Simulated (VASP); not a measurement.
Runs of VASP 6.6.1 on CaO (Lime). The structure is cubic, space group Fm-3m (No. 225). The conventional cell has a = 4.795 Å, b = 4.795 Å, c = 4.795 Å, α = 90.00°, β = 90.00°, γ = 90.00°. Within 3.2 Å of Ca (site symmetry m-3m) lie 6 O at 2.40 Å. O (site symmetry m-3m) has 6 Ca at 2.40 Å within 3.2 Å. 

```csv
level,potentials or basis,k mesh,grid for exact exchange (PRECFOCK),screening parameter,gap on the mesh (eV),pressure (GPa)
r2SCAN,"VASP PAW PBE potentials, release 64 (Ca_sv, O)",4 × 4 × 4,-,-,(a),1.1
HSE06,"VASP PAW PBE potentials, release 64 (Ca_sv, O)",4 × 4 × 4,Normal,0.2079 1/Å,5.29,1.0
PBE,"VASP PAW PBE potentials, release 64 (Ca_sv, O)",4 × 4 × 4,-,-,3.63,3.1
PBE,"VASP PAW PBE potentials, release 64 (Ca_sv, O)",8 × 8 × 8,-,-,3.63,3.1
LDA,"VASP PAW LDA potentials, release 64 (Ca_sv, O)",4 × 4 × 4,-,-,(b),-5.4
```

Alike in all rows: task single point; no spin polarisation; cell as given; cutoff (eV) 520; smearing gaussian 0.01 eV.

Question: Estimate the missing entries.

Answer: (a) 4.18; (b) 3.45.

Caveats: some runs use coarse meshes; the PAW data sets were made with another functional, which shifts forces and pressure a little (some runs).

A k mesh can miss the band edges.
